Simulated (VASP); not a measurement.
A run of VASP 6.6.1 is set up as follows.

Contents of INCAR:

```
SYSTEM = Lu
PREC = Accurate
ENCUT = 520
EDIFF = 1E-6
ISMEAR = -1
SIGMA = 0.1
LREAL = .False.
LASPH = .True.
NELM = 100
ALGO = Normal
ISIF = 2
LWAVE = .False.
LCHARG = .True.
GGA = PE
LELF = .True.
LVHAR = .True.
NBANDS = 18
```

KPOINTS

```
regular mesh
0
Gamma
  12 12 12
  0 0 0
```

File POSCAR:

```
Lu
1.0
    3.2070821620      0.0000000000      0.0000000000
    0.0000000000      3.2070821620      0.0000000000
    0.0000000000      0.0000000000      3.2070821620
Lu
1
Direct
    0.0000000000      0.0000000000      0.0000000000
```

Potentials or basis: VASP PAW PBE potentials, release 64 (Lu).

Command:

```console
$ cat potpaw_PBE.64/Lu/POTCAR > POTCAR
$ mpirun -np 1 vasp_std > vasp.out
```

(1) What does it give for the pressure?

(2) Predict the band gap on the k mesh.

## Answers

(1) 0.1 GPa.

(2) zero (an odd number of electrons rules out a gap without spin polarisation).

Caveat: spin-orbit coupling is left out, which moves the levels of the heavy elements.
